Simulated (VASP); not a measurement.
# Sr3Zn in VASP: further runs, part 3 of 3

VASP 6.6.1. The steps go on from the part before.

**4. Single point, PBEsol**

INCAR

```
SYSTEM = Sr3Zn
ALGO = Normal ; EDIFF = 1E-6
ENCUT = 520 ; GGA = PS
ISIF = 2 ; ISMEAR = -1
LASPH = .TRUE. ; LCHARG = .FALSE.
LREAL = .FALSE. ; LWAVE = .FALSE.
NBANDS = 29 ; NELM = 60
PREC = Accurate ; SIGMA = 0.1
```

KPOINTS

```
k-points
0
G
  5 5 5
  0 0 0
```

POSCAR

```
Sr3Zn
1.0
    5.4799420000      0.0000000000      0.0000000000
    0.0000000000      5.4799420000      0.0000000000
    0.0000000000      0.0000000000      5.4799420000
Sr Zn
3 1
Direct
    0.5000000000      0.0000000000      0.5000000000
    0.5000000000      0.5000000000      0.0000000000
    0.0000000000      0.5000000000      0.5000000000
    0.0000000000      0.0000000000      0.0182483683
```

Potentials or basis: VASP PAW PBE potentials, release 64 (Sr_sv, Zn).

Started as:

```bash
cat potpaw_PBE.64/Sr_sv/POTCAR potpaw_PBE.64/Zn/POTCAR > POTCAR
mpirun -np 1 vasp_std > vasp.out
```

OUTCAR:

```text
SYSTEM = Sr3Zn
   EDIFF = 1E-6
   ENCUT = 520
   GGA = PS
   ISIF = 2
   ISMEAR = -1
   LASPH = .TRUE.
   LREAL = .FALSE.
   NELM = 60
   PREC = Accurate

 ion  position               nearest neighbor table
   1  0.500  0.000  0.500-   4 3.80   4 3.80   2 3.87   2 3.87   2 3.87   3 3.87   2 3.87   3 3.87
                             3 3.87   3 3.87   4 3.95   4 3.95
   2  0.500  0.500  0.000-   1 3.87   3 3.87   1 3.87   3 3.87   1 3.87   1 3.87   3 3.87   3 3.87
                             4 3.88   4 3.88   4 3.88   4 3.88
   3  0.000  0.500  0.500-   4 3.80   4 3.80   1 3.87   2 3.87   1 3.87   2 3.87   1 3.87   2 3.87
                             2 3.87   1 3.87   4 3.95   4 3.95
   4  0.000  0.000  0.018-   1 3.80   3 3.80   3 3.80   1 3.80   2 3.88   2 3.88   2 3.88   2 3.88
                             1 3.95   3 3.95   1 3.95   3 3.95

  LATTYP: Found a simple cubic cell.
 ALAT       =     5.4799420000

  Lattice vectors:

 A1 = (   5.4799420000,   0.0000000000,   0.0000000000)
 A2 = (   0.0000000000,   5.4799420000,   0.0000000000)
 A3 = (   0.0000000000,   0.0000000000,   5.4799420000)

Analysis of symmetry for initial positions (statically):
=====================================================================
 Subroutine PRICEL returns:
 Original cell was already a primitive cell.

 Routine SETGRP: Setting up the symmetry group for a
 simple cubic supercell.

 Subroutine GETGRP returns: Found  8 space group operations
 (whereof  8 operations were pure point group operations)
 out of a pool of 48 trial point group operations.

The static configuration has the point symmetry C_4v.

Analysis of symmetry for dynamics (positions and initial velocities):
=====================================================================
 Subroutine PRICEL returns:
 Original cell was already a primitive cell.

 Routine SETGRP: Setting up the symmetry group for a
 simple cubic supercell.

 Subroutine GETGRP returns: Found  8 space group operations
 (whereof  8 operations were pure point group operations)
 out of a pool of 48 trial point group operations.

The dynamic configuration has the point symmetry C_4v.

 Subroutine INISYM returns: Found  8 space group operations
 (whereof  8 operations are pure point group operations),
 and found     1 'primitive' translations

----------------------------------------------------------------------------------------

                                     Primitive cell

  volume of cell :     164.5614

  direct lattice vectors                    reciprocal lattice vectors
     5.479942000  0.000000000  0.000000000     0.182483683  0.000000000  0.000000000
     0.000000000  5.479942000  0.000000000     0.000000000  0.182483683  0.000000000
     0.000000000  0.000000000  5.479942000     0.000000000  0.000000000  0.182483683

  length of vectors
     5.479942000  5.479942000  5.479942000     0.182483683  0.182483683  0.182483683

  position of ions in fractional coordinates (direct lattice)
     0.500000000  0.000000000  0.500000000
     0.500000000  0.500000000  0.000000000
     0.000000000  0.500000000  0.500000000
     0.000000000  0.000000000  0.018248368

  ion indices of the primitive-cell ions
   primitive index   ion index
                 1           1
[... 25 lines left out ...]
 Subroutine IBZKPT returns following result:
 ===========================================

 Found     18 irreducible k-points:

 Following reciprocal coordinates:
            Coordinates               Weight
  0.000000  0.000000  0.000000      1.000000
  0.200000  0.000000  0.000000      4.000000
  0.000000  0.000000  0.200000      2.000000
  0.400000  0.000000  0.000000      4.000000
  0.000000  0.000000  0.400000      2.000000
  0.200000  0.200000  0.000000      4.000000
[... 10 lines left out ...]
  0.200000  0.400000  0.400000     16.000000
  0.400000  0.400000  0.400000      8.000000
   k-points           NKPTS =     18   k-points in BZ     NKDIM =     18   number of bands    NBANDS=     29
   number of dos      NEDOS =    301   number of ions     NIONS =      4
   total plane-waves  NPLWV =  74088
   dimension x,y,z NGX =    42 NGY =   42 NGZ =   42
   dimension x,y,z NGXF=    84 NGYF=   84 NGZF=   84
   ions per type =               3   1
   NGX,Y,Z   is equivalent  to a cutoff of  12.74, 12.74, 12.74 a.u.
   NGXF,Y,Z  is equivalent  to a cutoff of  25.48, 25.48, 25.48 a.u.
 SYSTEM =  Sr3Zn
   PREC   = accura    normal or accurate (medium, high low for compatibility)
   ISTART =      0    job   : 0-new  1-cont  2-samecut
   ICHARG =      2    charge: 1-file 2-atom 10-const
   ISPIN  =      1    spin polarized calculation?
   LNONCOLLINEAR =      F non collinear calculations
   LSORBIT =      F    spin-orbit coupling
   LASPH  =      T    aspherical Exc in radial PAW
   ENCUT  =  520.0 eV  38.22 Ry    6.18 a.u.  10.19 10.19 10.19*2*pi/ulx,y,z
   NELM   =     60;   NELMIN=  2; NELMDL= -5     # of ELM steps
   EDIFF  = 0.1E-05   stopping-criterion for ELM
   LREAL  =      F    real-space projection
   EDIFFG = 0.1E-04   stopping-criterion for IOM
   NSW    =      0    number of steps for IOM
   IBRION =     -1    ionic relax: 0-MD 1-quasi-New 2-CG
   NFREE  =      0    steps in history (QN), initial steepest desc. (CG)
   ISIF   =      2    stress and relaxation
   ISYM   =      2    0-nonsym 1-usesym 2-fastsym
   POTIM  = 0.5000    time-step for ionic-motion
   TEBEG  =    0.0;   TEEND  =   0.0 temperature during run
   PSTRESS=    0.0 pullay stress
   NELECT =      42.0000    total number of electrons
   NUPDOWN=      -1.0000    fix difference up-down
   EMIN   =  10.00;   EMAX   =-10.00  energy-range for DOS
   EFERMI =   0.00;   METHOD = LEGACY
   ISMEAR =    -1;   SIGMA  =   0.10  broadening in eV -4-tet -1-fermi 0-gaus
   EFERMI_NEDOS =   21; number of points for ismear=-14 and -15
   IALGO  =     38    algorithm
   IMIX   =      4    mixing-type and parameters
     AMIX     =   0.40;   BMIX     =  1.00
     AMIX_MAG =   1.60;   BMIX_MAG =  1.00
  volume/ion in A,a.u.               =      41.14       277.63
  Fermi-wavevector in a.u.,A,eV,Ry     =   1.038441  1.962370 14.671984  1.078360
  Thomas-Fermi vector in A             =   2.172926
   LORBIT       =      0    0 simple, 1 ext, 2 COOP (PROOUT), +10 PAW based schemes
   GGA     = PS    functional components
   LHFCALC =     F    Hartree Fock is set to
   AEXX    =    0.0000 exact exchange contribution
   IVDW    =     0    specifies the selected vdW correction
   LEPSILON=     F    determine dielectric tensor
   LRPA    =     F    only Hartree local field effects (RPA)
 non-spin polarized calculation
  energy-cutoff  :      520.00
  volume of cell :      164.56
 maximum number of plane-waves:      4447
 NGX is ok and might be reduce to    42
   NGX = 21   NGY = 21   NGZ = 21

 number of electron      41.9999997 magnetization

 Free energy of the ion-electron system (eV)
  ---------------------------------------------------
  ext. energy  EPLUGINS =         0.00000000
  ---------------------------------------------------
  free energy    TOTEN  =        -6.72148371 eV

  energy without entropy =       -6.55612070  energy(sigma->0) =       -6.63880221

 E-fermi :   1.7214     XC(G=0):  -8.1629

 val. band max:        1.6937521648   @ k =   0.4000   0.2000   0.2000
 cond. band min:       1.7294565087   @ k =   0.2000   0.2000   0.2000
 fundamental gap:      0.0357043438
 Fermi energy:         1.7213623268

 k-point     1 :       0.0000    0.0000    0.0000
  band No.  band energies     occupation
      1     -34.5339      2.00000
      2     -34.4837      2.00000
      3     -34.4817      2.00000
      4     -16.7114      2.00000
      5     -16.7109      2.00000
      6     -16.7109      2.00000
[... 565 lines left out ...]
     28       4.4273      0.00000
     29       4.9082      0.00000

------------------------ aborting loop because EDIFF is reached ----------------------------------------

  FORCE on cell =-STRESS in cart. coord.  units (eV):
  Direction    XX          YY          ZZ          XY          YZ          ZX
  --------------------------------------------------------------------------------------
  -------------------------------------------------------------------------------------
  Total       -0.8496352     -0.8496352     -0.8348116      0.0000000      0.0000000      0.0000000
  in kB       -8.2720888     -8.2720888     -8.1277660      0.0000000      0.0000000      0.0000000
  external PRESSURE =      -8.2239812 kB  Pullay stress =       0.0000000 kB

 VOLUME and BASIS-vectors are now :
 -----------------------------------------------------------------------------
  energy-cutoff  :      520.00
  volume of cell :      164.56
      direct lattice vectors                 reciprocal lattice vectors
     5.479942000  0.000000000  0.000000000     0.182483683  0.000000000  0.000000000
     0.000000000  5.479942000  0.000000000     0.000000000  0.182483683  0.000000000
     0.000000000  0.000000000  5.479942000     0.000000000  0.000000000  0.182483683

 POSITION                                       TOTAL-FORCE (eV/Angst)
 -----------------------------------------------------------------------------------
      2.73997      0.00000      2.73997         0.000000     -0.000000     -0.020871
      2.73997      2.73997      0.00000         0.000000      0.000000      0.045887
      0.00000      2.73997      2.73997         0.000000     -0.000000     -0.020871
      0.00000      0.00000      0.10000         0.000000     -0.000000     -0.004145
 -----------------------------------------------------------------------------------
    total drift:                                0.000000     -0.000000     -0.000386

  FREE ENERGIE OF THE ION-ELECTRON SYSTEM (eV)
  ---------------------------------------------------
  free  energy   TOTEN  =        -6.7214837084 eV

  energy  without entropy=       -6.5561207045  energy(sigma->0) =       -6.63880221
```

Run time: 72 s. Hardware: 1 thread of Intel Xeon 6975P-C, shared host; peak memory 0.29 GiB.

Results:

```yaml
Free_energy: -6.7215 eV
Pressure: -0.8 GPa
Largest_force: 0.046 eV/Å
Band_gap_on_the_k_mesh: zero (band 21 reaches 2.12 eV, above the bottom of band 22 at 1.69 eV)
```

Forces on the atoms (eV/Å):
```
Sr   0.000  0.000 -0.021
Sr   0.000  0.000  0.046
Sr   0.000  0.000 -0.021
Zn   0.000  0.000 -0.004
```

Caveat: the PAW data sets were made with another functional, which shifts forces and pressure a little.
